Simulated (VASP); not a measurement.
SbP3:

```
Sb P
1.0
     4.90276    0.00000    0.00000
    -2.45138    4.24592    0.00000
     0.00000    0.00000    4.72552
Sb P
1 3
Cartesian
  0.0000 2.8306 1.1814
  0.3244 1.5611 2.8989
  -1.2617 3.1844 2.8989
  0.9373 3.7463 2.8989
```

The cell was generated, and may not be a known phase.

* Program: VASP 6.6.1
* Task: relaxation of cell and atoms
* Functional: PBE
* Potentials or basis: VASP PAW PBE potentials, release 64 (Sb, P)
* Cutoff: 600 eV
* k mesh: 6 × 6 × 4
* Occupations: gaussian, width 0.1 eV
* Spin: no spin polarisation

At the start: pressure 29.1 GPa; volume 24.59 Å³/atom.

Question: Where does the relaxation end?

Answer: Over 40 steps the energy falls by 1048.5 meV/atom and the volume is 45.66 Å³/atom (+85.7 %); space group P3 (No. 143, to 0.1 Å) before and after.

Step by step:
| step | energy change (eV) | largest force (eV/Å) | pressure (GPa) | volume (Å³) |
| --- | --- | --- | --- | --- |
| 1 | 0.0000 | 16.4589 | 29.15 | 98.37 |
| 2 | 0.0801 | 3.7281 | -8.54 | 173.10 |
| 3 | -0.1139 | 3.4804 | -8.73 | 165.28 |
| 4 | -0.3438 | 3.0675 | -8.89 | 157.85 |
| 5 | -2.1307 | 2.3098 | -7.22 | 126.24 |
| 6 | -3.1281 | 1.9296 | -1.43 | 111.85 |
| 7 | -3.1677 | 1.2142 | 4.89 | 105.00 |
| 8 | -3.2249 | 1.6331 | 1.22 | 108.48 |
| 9 | -3.2294 | 1.5420 | 1.96 | 107.69 |
| 10 | -3.5582 | 1.0531 | 2.03 | 112.62 |
| 11 | -3.6775 | 1.2806 | 2.75 | 116.70 |
| 12 | -3.8971 | 0.7765 | 1.89 | 124.95 |
| 13 | -4.0986 | 0.5517 | 1.59 | 142.47 |
| 14 | -4.1091 | 1.0309 | 1.72 | 148.00 |
| 15 | -4.1289 | 0.8881 | -1.52 | 165.45 |
| 16 | -4.1589 | 0.4158 | -0.26 | 157.47 |
| 17 | -4.1704 | 0.3118 | 0.07 | 160.69 |
| 18 | -4.1705 | 0.2991 | 0.04 | 160.49 |
| 19 | -4.1760 | 0.1398 | 0.47 | 162.08 |
| 20 | -4.1761 | 0.1562 | 0.52 | 162.23 |
| 21 | -4.1805 | 0.1446 | 0.30 | 164.53 |
| 22 | -4.1816 | 0.1797 | 0.13 | 166.56 |
| 23 | -4.1848 | 0.1688 | -0.06 | 168.66 |
| 24 | -4.1859 | 0.1995 | -0.23 | 170.88 |
| 25 | -4.1885 | 0.1262 | -0.04 | 172.08 |
| 26 | -4.1888 | 0.1075 | 0.06 | 172.71 |
| 27 | -4.1899 | 0.0477 | 0.12 | 173.38 |
| 28 | -4.1904 | 0.0873 | 0.18 | 174.02 |
| 29 | -4.1910 | 0.0619 | 0.02 | 175.16 |
| 30 | -4.1910 | 0.0752 | 0.00 | 175.32 |
| 31 | -4.1915 | 0.0698 | -0.04 | 175.97 |
| 32 | -4.1918 | 0.1047 | -0.10 | 177.33 |
| 33 | -4.1921 | 0.0868 | -0.06 | 177.61 |
| 34 | -4.1926 | 0.0497 | 0.06 | 178.43 |
| 35 | -4.1927 | 0.0631 | 0.08 | 178.58 |
| 36 | -4.1930 | 0.0504 | 0.09 | 179.13 |
| 37 | -4.1935 | 0.0955 | 0.10 | 180.74 |
| 38 | -4.1938 | 0.0404 | -0.01 | 181.69 |
| 39 | -4.1938 | 0.0594 | -0.05 | 182.08 |
| 40 | -4.1940 | 0.0392 | -0.05 | 182.66 |

Final structure:
```yaml
crystal:
  lattice:
    - [6.04016, 0.00000, 0.00000]
    - [-3.02008, 5.23093, 0.00000]
    - [0.00000, 0.00000, 5.78106]
  atoms:
    - { symbol: Sb, position: [0.33333, 0.66667, 0.23819] }
    - { symbol: P, position: [0.28016, 0.43331, 0.61738] }
    - { symbol: P, position: [0.15315, 0.71984, 0.61738] }
    - { symbol: P, position: [0.56669, 0.84685, 0.61738] }
```

Caveat: the volume moved by over 15 % at a fixed basis, so the end points are rough; this functional lacks dispersion, which binds layers or chains, so the pressure and a relaxed spacing across them are unreliable.
